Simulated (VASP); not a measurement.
AgAu:

```xyz
2
Lattice="1.4576 0.8415 4.7306 -1.4576 0.8415 4.7306 0.0000 -1.6831 4.7306" Properties=species:S:1:pos:R:3 pbc="T T T"
Ag    0.0000    0.0000    0.0000
Au    0.0000    0.0000    7.0960
```

* Program: VASP 6.6.1
* Task: relaxation of volume and atoms at fixed shape
* Functional: PBEsol
* Potentials or basis: VASP PAW PBE potentials, release 64 (Ag, Au)
* Cutoff: 600 eV
* k mesh: 8 × 8 × 8
* Occupations: fermi-dirac, width 0.05 eV
* Spin: no spin polarisation

At the start: pressure -4.6 GPa; volume 17.41 Å³/atom.

Q: How do energy, volume and symmetry change on relaxing?

A: Over 3 steps the energy falls by 9.0 meV/atom and the volume is 16.81 Å³/atom (-3.4 %); space group R-3m (No. 166, to 0.05 Å).

Step by step:
```
step  energy change (eV)  largest force (eV/Å)  pressure (GPa)  volume (Å³)
   1              0.0000                0.0000           -4.64        34.82
   2              0.0066                0.0000            6.41        32.33
   3             -0.0181                0.0000           -0.01        33.63
```

Final structure:
```
Ag Au
1.0
     1.44084    0.83187    4.67627
    -1.44084    0.83187    4.67627
     0.00000   -1.66373    4.67627
Ag Au
1 1
Direct
  0.00000 0.00000 0.00000
  0.50000 0.50000 0.50000
```

Caveat: the PAW data sets were made with another functional, which shifts forces and pressure a little.
